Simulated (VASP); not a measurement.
Wanted: the native input for a VASP 6.6.1 run.

```
Task                   : single point
Functional             : PBE
Potentials or basis    : VASP PAW PBE potentials, release 64 (Li_sv, H)
Cutoff                 : 520 eV
k mesh                 : 4 × 4 × 4
Occupations            : fermi-dirac, width 0.05 eV
Spin                   : no spin polarisation
Dipole correction      : no
Further INCAR settings : ALGO = Normal; EDIFF = 1e-07; NBANDS = 9
```

The structure of LiH (zincblende type) lies in POSCAR:

```
LiH
1.0
    0.0000000000      2.1448522242      2.1448522242
    2.1448522242      0.0000000000      2.1448522242
    2.1448522242      2.1448522242      0.0000000000
Li H
1 1
Direct
    0.0000000000      0.0000000000      0.0000000000
    0.2500000000      0.2500000000      0.2500000000
```

One way to write it, as run:

INCAR

```
PREC = Accurate
ENCUT = 520
EDIFF = 1E-7
ISMEAR = -1
SIGMA = 0.05
LREAL = False
LASPH = True
NELM = 60
ALGO = Normal
ISIF = 2
LWAVE = False
LCHARG = False
GGA = PE
NBANDS = 9
```

KPOINTS

```
Automatic mesh
0
Gamma
  4 4 4
```

Potentials or basis: VASP PAW PBE potentials, release 64 (Li_sv, H).

Run with:

```bash
$ cat potpaw_PBE.64/Li_sv/POTCAR potpaw_PBE.64/H/POTCAR > POTCAR
$ mpirun -np 1 vasp_std > vasp.out
```

It gave:

```yaml
Band_gap_on_the_k_mesh: 4.20 eV, indirect (least direct gap 5.27 eV)
```

Caveat: the k points lie up to 0.63 Å⁻¹ apart.

It took 1.7 s on 1 thread of Intel(R) Xeon(R) Platinum 8488C (Sapphire Rapids) (shared host), peak memory 0.13 GiB.
